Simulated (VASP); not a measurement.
Wanted: the native input for a VASP 6.6.1 run.

```yaml
Task: single point
Functional: PBE
Potentials_or_basis: VASP PAW PBE potentials, release 64 (Ga_d)
Cutoff: 520 eV
k_mesh: 16 × 16 × 9
Occupations: fermi-dirac, width 0.08 eV
Spin: no spin polarisation
Dipole_correction: no
Further_INCAR_settings: ALGO = Normal; EDIFF = 1e-06; NBANDS = 20
```

The structure of Ga lies in POSCAR:

```
Ga
1.0
    2.7686588369      0.0000000000      0.0000000000
   -1.3843294184      2.3977288872      0.0000000000
    0.0000000000      0.0000000000      4.5719422183
Ga
2
Direct
    0.3333333333      0.6666666667      0.2500000000
    0.6666666667      0.3333333333      0.7500000000
```

This isn't the form of Ga at room conditions, which is orthorhombic.

One way to write it, as run:

INCAR

```
SYSTEM = Ga
PREC     = Accurate       ! precision mode
ENCUT    = 520            ! plane-wave cutoff, eV
EDIFF    = 1E-6           ! SCF threshold, eV
ISMEAR   = -1             ! smearing method
SIGMA    = 0.08           ! smearing width, eV
LREAL    = .FALSE.        ! projectors in reciprocal space
LASPH    = .TRUE.         ! aspherical terms in the spheres
NELM     = 100            ! most SCF steps
ALGO     = Normal         ! electronic algorithm
ISIF     = 2              ! what is computed and relaxed
LWAVE    = .FALSE.        ! write WAVECAR
LCHARG   = .TRUE.         ! write CHGCAR
GGA      = PE             ! functional
LELF     = .TRUE.         ! ELF
LVHAR    = .TRUE.       
NBANDS   = 20             ! bands
```

KPOINTS

```
Automatic mesh
0
G
  16 16 9
  0 0 0
```

Potentials or basis: VASP PAW PBE potentials, release 64 (Ga_d).

Run with:

```console
$ cat potpaw_PBE.64/Ga_d/POTCAR > POTCAR
$ mpirun -np 1 vasp_std > vasp.out
```

It gave:

```yaml
Pressure: 19.2 GPa
Band_gap_on_the_k_mesh: zero (bands 13 and 14 overlap by 7.36 eV)
```

Caveat: the cell stands under pressure.

Wall time 29 s on 1 thread of Intel(R) Xeon(R) 6975P-C (Granite Rapids) (shared host), peak memory 0.2 GiB.
